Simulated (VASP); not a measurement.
# Al4B3Sb in VASP: a series of runs

The runs below take Al4B3Sb through single point, with PBE.

Everything below comes from runs of VASP 6.6.1. Logs are shortened: lines on timing, memory, paths and dates and some standing lists are left out, and cuts for length are marked.

## (1) The cell of the first run

The typed cell holds 8 atoms: a = 3.534 Å, b = 3.534 Å, c = 10.357 Å, α = 99.72°, β = 99.72°, γ = 60.02°.

## (2) Single point, PBE

Contents of INCAR:

```
PREC = Accurate
ENCUT = 520
EDIFF = 1E-7
ISMEAR = 0
SIGMA = 0.1
LREAL = False
LASPH = True
NELM = 60
ALGO = Normal
ISIF = 2
LWAVE = False
LCHARG = True
GGA = PE
LELF = True
LVHAR = True
NBANDS = 23
```

Contents of KPOINTS:

```
regular mesh
0
Gamma
  10 10 4
```

Contents of POSCAR:

```
Al4B3Sb
1.0
    3.0604845365     -1.7675350652     -0.0020299407
    3.0604845365      1.7675350652     -0.0020299407
   -2.0119239608      0.0000000000     10.1596859305
Al B Sb
4 3 1
Direct
    0.1697542347      0.1697542347      0.2051799229
    0.3031963761      0.3031963761      0.6072103748
    0.6985111603      0.6985111603      0.7948177930
    0.5650979111      0.5650979111      0.3927875185
    0.9342012724      0.9342012724      0.4999989359
    0.9939777253      0.9939777253      0.6806407071
    0.8743070852      0.8743070852      0.3193536774
    0.4341596788      0.4341596788      0.0000110706
```

Potentials or basis: VASP PAW PBE potentials, release 64 (Al, B, Sb).

Run with:

```console
> cat potpaw_PBE.64/Al/POTCAR potpaw_PBE.64/B/POTCAR potpaw_PBE.64/Sb/POTCAR > POTCAR
> mpirun -np 1 vasp_std > vasp.out
```

OUTCAR:

```text
PREC = Accurate
   ENCUT = 520
   EDIFF = 1E-7
   ISMEAR = 0
   LREAL = False
   LASPH = True
   NELM = 60
   ISIF = 2
   GGA = PE

 ion  position               nearest neighbor table
   1  0.170  0.170  0.205-   7 2.35   7 2.35   7 2.35   4 2.79   4 2.79   4 2.79   8 2.91   8 2.92
                             8 2.92
   2  0.303  0.303  0.607-   6 2.17   6 2.17   6 2.17   5 2.31   5 2.31   5 2.31   3 2.79   3 2.79
                             3 2.79   4 2.98   4 2.99   4 2.99
   3  0.699  0.699  0.795-   6 2.35   6 2.35   6 2.35   2 2.79   2 2.79   2 2.79   8 2.91   8 2.92
                             8 2.92
   4  0.565  0.565  0.393-   7 2.17   7 2.17   7 2.17   5 2.31   5 2.31   5 2.32   1 2.79   1 2.79
                             1 2.79   2 2.98   2 2.99   2 2.99
   5  0.934  0.934  0.500-   6 1.84   7 1.84   4 2.31   4 2.31   2 2.31   2 2.31   2 2.31   4 2.32

   6  0.994  0.994  0.681-   5 1.84   2 2.17   2 2.17   2 2.17   3 2.35   3 2.35   3 2.35
   7  0.874  0.874  0.319-   5 1.84   4 2.17   4 2.17   4 2.17   1 2.35   1 2.35   1 2.35
   8  0.434  0.434  0.000-   3 2.91   1 2.91   1 2.92   1 2.92   3 2.92   3 2.92

  LATTYP: Found a base centered monoclinic cell.
 ALAT       =     6.1209704194
 B/A-ratio  =     0.5775342614
 C/A-ratio  =     1.6920488630
 COS(beta)  =    -0.1949083587

  Lattice vectors:

 A1 = (   3.0604845365,  -1.7675350652,  -0.0020299407)
 A2 = (   3.0604845365,   1.7675350652,  -0.0020299407)
 A3 = (  -2.0119239608,   0.0000000000,  10.1596859305)

Analysis of symmetry for initial positions (statically):
=====================================================================
 Subroutine PRICEL returns:
 Original cell was already a primitive cell.

 Routine SETGRP: Setting up the symmetry group for a
 base centered monoclinic supercell.

 Subroutine GETGRP returns: Found  2 space group operations
 (whereof  2 operations were pure point group operations)
 out of a pool of  4 trial point group operations.

The static configuration has the point symmetry C_1h.

Analysis of symmetry for dynamics (positions and initial velocities):
=====================================================================
 Subroutine PRICEL returns:
 Original cell was already a primitive cell.

 Routine SETGRP: Setting up the symmetry group for a
 base centered monoclinic supercell.

 Subroutine GETGRP returns: Found  2 space group operations
 (whereof  2 operations were pure point group operations)
 out of a pool of  4 trial point group operations.

The dynamic configuration has the point symmetry C_1h.

 Subroutine INISYM returns: Found  2 space group operations
 (whereof  2 operations are pure point group operations),
 and found     1 'primitive' translations

----------------------------------------------------------------------------------------

                                     Primitive cell

  volume of cell :     109.9035

  direct lattice vectors                    reciprocal lattice vectors
     3.060484537 -1.767535065 -0.002029941     0.163394285 -0.282879819  0.032356992
     3.060484537  1.767535065 -0.002029941     0.163394285  0.282879819  0.032356992
    -2.011923961  0.000000000 10.159685931     0.000065293  0.000000000  0.098441170

  length of vectors
     3.534225506  3.534225506 10.356981038     0.328276803  0.328276803  0.098441191

  position of ions in fractional coordinates (direct lattice)
     0.169754235  0.169754235  0.205179923
     0.303196376  0.303196376  0.607210375
     0.698511160  0.698511160  0.794817793
     0.565097911  0.565097911  0.392787519
     0.934201272  0.934201272  0.499998936
     0.993977725  0.993977725  0.680640707
     0.874307085  0.874307085  0.319353677
     0.434159679  0.434159679  0.000011071

  ion indices of the primitive-cell ions
   primitive index   ion index
                 1           1
                 2           2
                 3           3
                 4           4
                 5           5
                 6           6
                 7           7
                 8           8

----------------------------------------------------------------------------------------

 KPOINTS: regular mesh

Automatic generation of k-mesh.
 Grid dimensions read from file:
 generate k-points for:   10   10    4

 Generating k-lattice:

  Cartesian coordinates                     Fractional coordinates (reciprocal lattice)
     0.016339429 -0.028287982  0.003235699     0.100000000  0.000000000  0.000000000
     0.016339429  0.028287982  0.003235699     0.000000000  0.100000000  0.000000000
     0.000016323  0.000000000  0.024610292     0.000000000  0.000000000  0.250000000

  Length of vectors
     0.032827680  0.032827680  0.024610298

  Shift w.r.t. Gamma in fractional coordinates (k-lattice)
     0.000000000  0.000000000  0.000000000

 Subroutine IBZKPT returns following result:
 ===========================================

 Found    117 irreducible k-points:

 Following reciprocal coordinates:
            Coordinates               Weight
  0.000000  0.000000  0.000000      1.000000
  0.100000 -0.000000  0.000000      4.000000
  0.200000 -0.000000  0.000000      4.000000
  0.300000 -0.000000  0.000000      4.000000
  0.400000 -0.000000 -0.000000      4.000000
  0.500000 -0.000000 -0.000000      2.000000
[... 16 lines left out ...]
  0.300000  0.300000  0.000000      2.000000
  0.400000  0.300000  0.000000      4.000000
 [... further k-points ...]
   k-points           NKPTS =    117   k-points in BZ     NKDIM =    117   number of bands    NBANDS=     23
   number of dos      NEDOS =    301   number of ions     NIONS =      8
   total plane-waves  NPLWV =  62720
   dimension x,y,z NGX =    28 NGY =   28 NGZ =   80
   dimension x,y,z NGXF=    56 NGYF=   56 NGZF=  160
   ions per type =               4   3   1
   NGX,Y,Z   is equivalent  to a cutoff of  13.17, 13.17, 12.84 a.u.
   NGXF,Y,Z  is equivalent  to a cutoff of  26.34, 26.34, 25.68 a.u.
 SYSTEM =  unknown system
   PREC   = accura    normal or accurate (medium, high low for compatibility)
   ISTART =      0    job   : 0-new  1-cont  2-samecut
   ICHARG =      2    charge: 1-file 2-atom 10-const
   ISPIN  =      1    spin polarized calculation?
   LNONCOLLINEAR =      F non collinear calculations
   LSORBIT =      F    spin-orbit coupling
   LASPH  =      T    aspherical Exc in radial PAW
   ENCUT  =  520.0 eV  38.22 Ry    6.18 a.u.   6.57  6.57 19.26*2*pi/ulx,y,z
   NELM   =     60;   NELMIN=  2; NELMDL= -5     # of ELM steps
   EDIFF  = 0.1E-06   stopping-criterion for ELM
   LREAL  =      F    real-space projection
   EDIFFG = 0.1E-05   stopping-criterion for IOM
   NSW    =      0    number of steps for IOM
   IBRION =     -1    ionic relax: 0-MD 1-quasi-New 2-CG
   NFREE  =      0    steps in history (QN), initial steepest desc. (CG)
   ISIF   =      2    stress and relaxation
   ISYM   =      2    0-nonsym 1-usesym 2-fastsym
   POTIM  = 0.5000    time-step for ionic-motion
   TEBEG  =    0.0;   TEEND  =   0.0 temperature during run
   PSTRESS=    0.0 pullay stress
   NELECT =      26.0000    total number of electrons
   NUPDOWN=      -1.0000    fix difference up-down
   EMIN   =  10.00;   EMAX   =-10.00  energy-range for DOS
   EFERMI =   0.00;   METHOD = LEGACY
   ISMEAR =     0;   SIGMA  =   0.10  broadening in eV -4-tet -1-fermi 0-gaus
   EFERMI_NEDOS =   21; number of points for ismear=-14 and -15
   IALGO  =     38    algorithm
   IMIX   =      4    mixing-type and parameters
     AMIX     =   0.40;   BMIX     =  1.00
     AMIX_MAG =   1.60;   BMIX_MAG =  1.00
  volume/ion in A,a.u.               =      13.74        92.71
  Fermi-wavevector in a.u.,A,eV,Ry     =   1.012501  1.913349 13.948125  1.025158
  Thomas-Fermi vector in A             =   2.145614
   LORBIT       =      0    0 simple, 1 ext, 2 COOP (PROOUT), +10 PAW based schemes
   GGA     = PE    functional components
   LHFCALC =     F    Hartree Fock is set to
   AEXX    =    0.0000 exact exchange contribution
   IVDW    =     0    specifies the selected vdW correction
   LEPSILON=     F    determine dielectric tensor
   LRPA    =     F    only Hartree local field effects (RPA)
 non-spin polarized calculation
 Gauss-broadening in eV      SIGMA  =   0.10
  energy-cutoff  :      520.00
  volume of cell :      109.90
 maximum number of plane-waves:      3009
 NGX is ok and might be reduce to    28
   NGX = 13   NGY = 13   NGZ = 39

 number of electron      26.0000000 magnetization

 Free energy of the ion-electron system (eV)
  ---------------------------------------------------
  ext. energy  EPLUGINS =         0.00000000
  ---------------------------------------------------
  free energy    TOTEN  =       -38.20299329 eV

  energy without entropy =      -38.19276929  energy(sigma->0) =      -38.19788129

 E-fermi :   8.4546     XC(G=0): -10.6354

 val. band max:        8.4435147810   @ k =   0.5000   0.5000   0.2500
 cond. band min:       8.4614169953   @ k =   0.5000  -0.0000   0.2500
 fundamental gap:      0.0179022143
 Fermi energy:         8.4546463499

 k-point     1 :       0.0000    0.0000    0.0000
  band No.  band energies     occupation
      1      -5.1225      2.00000
      2      -3.5155      2.00000
      3      -3.3063      2.00000
      4       0.5509      2.00000
      5       1.2145      2.00000
      6       5.8126      2.00000
[... 15 lines left out ...]
     22      13.7030      0.00000
     23      14.1456      0.00000

 k-point     2 :       0.1000   -0.0000    0.0000
  band No.  band energies     occupation
      1      -4.9853      2.00000
      2      -3.3863      2.00000
      3      -3.1478      2.00000
      4       0.6479      2.00000
      5       1.3782      2.00000
      6       5.1148      2.00000
[... 15 lines left out ...]
     22      13.4761      0.00000
     23      13.9575      0.00000

 k-point     3 :       0.2000   -0.0000    0.0000
  band No.  band energies     occupation
      1      -4.5790      2.00000
      2      -2.9947      2.00000
      3      -2.6875      2.00000
      4       0.9482      2.00000
      5       1.8197      2.00000
      6       3.5263      2.00000
[... 15 lines left out ...]
     22      13.6952      0.00000
     23      14.1892      0.00000

 k-point     4 :       0.3000   -0.0000    0.0000
  band No.  band energies     occupation
      1      -3.9253      2.00000
      2      -2.3503      2.00000
      3      -1.9645      2.00000
      4       1.3600      2.00000
      5       1.9558      2.00000
      6       2.2744      2.00000
[... 15 lines left out ...]
     22      14.2745      0.00000
     23      14.8659      0.00000

 k-point     5 :       0.4000   -0.0000   -0.0000
  band No.  band energies     occupation
      1      -3.1009      2.00000
      2      -1.5368      2.00000
      3      -1.0955      2.00000
      4       0.3621      2.00000
      5       1.6266      2.00000
      6       2.0496      2.00000
[... 434 lines left out ...]
 k-point    22 :      -0.2000    0.2000    0.0000
  band No.  band energies     occupation
      1      -3.5537      2.00000
      2      -1.8176      2.00000
      3      -1.7346      2.00000
      4       1.5369      2.00000
      5       2.1779      2.00000
      6       2.2902      2.00000
[... 15 lines left out ...]
     22      13.6888      0.00000
     23      14.1996      0.00000

 k-point    23 :       0.3000    0.3000    0.0000
  band No.  band energies     occupation
      1      -3.9155      2.00000
      2      -2.4932      2.00000
      3      -1.7704      2.00000
      4       1.0556      2.00000
      5       1.9396      2.00000
      6       2.7162      2.00000
[... 15 lines left out ...]
     22      13.9968      0.00000
     23      14.7020      0.00000

 k-point    24 :       0.4000    0.3000    0.0000
  band No.  band energies     occupation
      1      -3.4222      2.00000
      2      -1.9959      2.00000
      3      -1.2388      2.00000
      4       0.9317      2.00000
      5       1.7019      2.00000
      6       2.6393      2.00000
[... 15 lines left out ...]
     22      14.0654      0.00000
     23      14.9525      0.00000

 [... further k-points ...]

------------------------ aborting loop because EDIFF is reached ----------------------------------------

  FORCE on cell =-STRESS in cart. coord.  units (eV):
  Direction    XX          YY          ZZ          XY          YZ          ZX
  --------------------------------------------------------------------------------------
  -------------------------------------------------------------------------------------
  Total       -0.0207320     -0.0126967      0.0299367      0.0000000      0.0000000     -0.0041561
  in kB       -0.3022323     -0.1850933      0.4364178      0.0000000      0.0000000     -0.0605877
  external PRESSURE =      -0.0169693 kB  Pullay stress =       0.0000000 kB

 VOLUME and BASIS-vectors are now :
 -----------------------------------------------------------------------------
  energy-cutoff  :      520.00
  volume of cell :      109.90
      direct lattice vectors                 reciprocal lattice vectors
     3.060484537 -1.767535065 -0.002029941     0.163394285 -0.282879819  0.032356992
     3.060484537  1.767535065 -0.002029941     0.163394285  0.282879819  0.032356992
    -2.011923961  0.000000000 10.159685931     0.000065293  0.000000000  0.098441170

 POSITION                                       TOTAL-FORCE (eV/Angst)
 -----------------------------------------------------------------------------------
      0.62625      0.00000      2.08387         0.000231      0.000000      0.015899
      0.63419      0.00000      6.16784         0.001753      0.000000      0.003725
      2.67645      0.00000      8.07226        -0.000011      0.000000     -0.015382
      2.66869      0.00000      3.98830        -0.000687      0.000000     -0.003837
      4.71226      0.00000      5.07604        -0.000412      0.000000     -0.000082
      4.71471      0.00000      6.91106        -0.001838      0.000000      0.001164
      4.70909      0.00000      3.24098         0.000956      0.000000     -0.000566
      2.65746      0.00000     -0.00165         0.000007      0.000000     -0.000921
 -----------------------------------------------------------------------------------
    total drift:                                0.000000      0.000000     -0.000006

  FREE ENERGIE OF THE ION-ELECTRON SYSTEM (eV)
  ---------------------------------------------------
  free  energy   TOTEN  =       -38.2029932933 eV

  energy  without entropy=      -38.1927692898  energy(sigma->0) =      -38.19788129
```

Run time: 2.3 min. Hardware: 1 thread of Intel Xeon 6975P-C (Granite Rapids), shared host; peak memory 0.42 GiB.

What came out:

```yaml
Free_energy: -38.2030 eV
Pressure: 0.0 GPa
Largest_force: 0.016 eV/Å
Band_gap_on_the_k_mesh: zero (bands 13 and 14 overlap by 3.61 eV)
```

Forces in eV/Å, atoms in the order of the input:
```
Al   0.000  0.000  0.016
Al   0.002  0.000  0.004
Al   0.000  0.000 -0.015
Al  -0.001  0.000 -0.004
B    0.000  0.000  0.000
B   -0.002  0.000  0.001
B    0.001  0.000 -0.001
Sb   0.000  0.000 -0.001
```

Levels at points of the mesh, in eV from the Fermi level:
```
           k point  band 11  band 12  band 13  band 14  band 15  band 16
(0.00, 0.00, 0.00)    -0.13     1.96     2.18     2.18     2.45     2.45
(0.50, 0.00, 0.00)    -2.52    -2.48    -0.35     0.17     0.22     0.44
(0.50, 0.50, 0.00)    -2.44    -1.25    -0.95    -0.46    -0.15     1.24
(0.00, 0.00, 0.50)     0.98     2.13     2.15     2.37     2.38     2.43
(0.50, 0.00, 0.50)    -2.43    -1.27    -0.92    -0.46    -0.13     1.24
(0.50, 0.50, 0.50)    -2.52    -2.46    -0.36     0.17     0.20     0.44
```

Caveat: spin-orbit coupling is left out, which moves the levels of the heavy elements.

## (3) Single point, PBE

Contents of INCAR:

```
SYSTEM = Al4B3Sb
  PREC = Accurate
  ENCUT = 520
  EDIFF = 1E-6
  ISMEAR = 0
  SIGMA = 0.2
  LREAL = .False.
  LASPH = .True.
  NELM = 80
  ALGO = Normal
  ISIF = 2
  LWAVE = .False.
  LCHARG = .True.
  GGA = PE
  LELF = .True.
  LVHAR = .True.
  NBANDS = 23
```

Contents of KPOINTS:

```
Automatic mesh
0
Gamma
  8 8 2
  0 0 0
```

Contents of POSCAR:

```
Al4B3Sb
1.0
   -3.0604845365      1.7675350652      0.0020299407
   -3.0604845365     -1.7675350652      0.0020299407
   -2.0119239608      0.0000000000     10.1596859305
Al B Sb
4 3 1
Direct
    0.8302457653      0.8302457653      0.2051799229
    0.6968036239      0.6968036239      0.6072103748
    0.3014888397      0.3014888397      0.7948177930
    0.4349020889      0.4349020889      0.3927875185
    0.0657987276      0.0657987276      0.4999989359
    0.0060222747      0.0060222747      0.6806407071
    0.1256929148      0.1256929148      0.3193536774
    0.5658403212      0.5658403212      0.0000110706
```

Potentials or basis: VASP PAW PBE potentials, release 64 (Al, B, Sb).

Run with:

```console
> cat potpaw_PBE.64/Al/POTCAR potpaw_PBE.64/B/POTCAR potpaw_PBE.64/Sb/POTCAR > POTCAR
> mpirun -np 1 vasp_std > vasp.out
```

It took 2.5 min on 1 thread of Intel Xeon 8259CL, shared host; peak memory 0.3 GiB.

It converged, with:

| Property | Result |
| --- | --- |
| Free energy | -38.2298 eV |
| Pressure | 0.1 GPa |
| Largest force | 0.166 eV/Å |
| Band gap on the k mesh | zero (bands 13 and 14 overlap by 3.62 eV) |

Forces in eV/Å, atoms in the order of the input:
```
Al  -0.007  0.000  0.166
Al   0.011  0.000 -0.058
Al   0.007  0.000 -0.165
Al  -0.010  0.000  0.058
B    0.000  0.000  0.000
B   -0.017  0.000  0.021
B    0.016  0.000 -0.020
Sb   0.000  0.000 -0.001
```

Stress tensor (GPa, compression positive):
```
 0.19  0.00 -0.11
 0.00  0.36  0.00
-0.11  0.00 -0.27
```

Levels at points of the mesh, in eV from the Fermi level:
| k point | band 10 | band 11 | band 12 | band 13 | band 14 | band 15 | band 16 | band 17 |
| --- | --- | --- | --- | --- | --- | --- | --- | --- |
| (0.00, 0.00, 0.00) | -0.61 | -0.10 | 2.00 | 2.14 | 2.14 | 2.47 | 2.48 | 2.74 |
| (0.50, 0.00, 0.00) | -3.76 | -2.51 | -2.48 | -0.30 | 0.11 | 0.20 | 0.48 | 1.43 |
| (0.50, 0.50, 0.00) | -3.16 | -2.40 | -1.26 | -0.95 | -0.49 | -0.10 | 1.24 | 1.41 |
| (0.00, 0.00, 0.50) | -0.62 | 1.04 | 2.10 | 2.11 | 2.41 | 2.41 | 2.44 | 3.11 |
| (0.50, 0.00, 0.50) | -3.15 | -2.39 | -1.28 | -0.93 | -0.49 | -0.09 | 1.25 | 1.41 |
| (0.50, 0.50, 0.50) | -3.75 | -2.48 | -2.48 | -0.30 | 0.11 | 0.17 | 0.47 | 1.42 |

Caveat: spin-orbit coupling is left out, which moves the levels of the heavy elements.

(Continued in part 2 of 2.)
